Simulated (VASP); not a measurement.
Runs of VASP 6.6.1 on CuI. The structure is that of space group R-3m (No. 166), or close to it. The cells are those of the table. 

```tsv
cell	gap on the mesh (eV)	pressure (GPa)	largest force (eV/Å)
a = 7.297 Å, angles 35.2°, 4 atoms	none	0.7	-
a = 7.441 Å, angles 35.2°, 4 atoms	none	(a)	0.12
a = 7.346 Å, angles 35.2°, 4 atoms	none	0.0	0.04
a = 7.393 Å, angles 35.2°, 4 atoms	none	-0.5	0.08
```

Alike in all rows: task single point; level PBE; potentials or basis VASP PAW PBE potentials, release 64 (I, Cu); no spin polarisation; k mesh 7 × 7 × 7; cutoff (eV) 520; smearing fermi-dirac 0.05 eV.

Fill in the values left out.

(a) -1.2.

Caveats: semilocal functionals underestimate gaps, and a narrow one can read as zero; spin-orbit coupling is left out, which moves the levels of the heavy elements.

A k mesh can miss the band edges, and the runs leave out spin-orbit coupling on I.

A gap of «none» marks levels without a gap at the run's occupations.
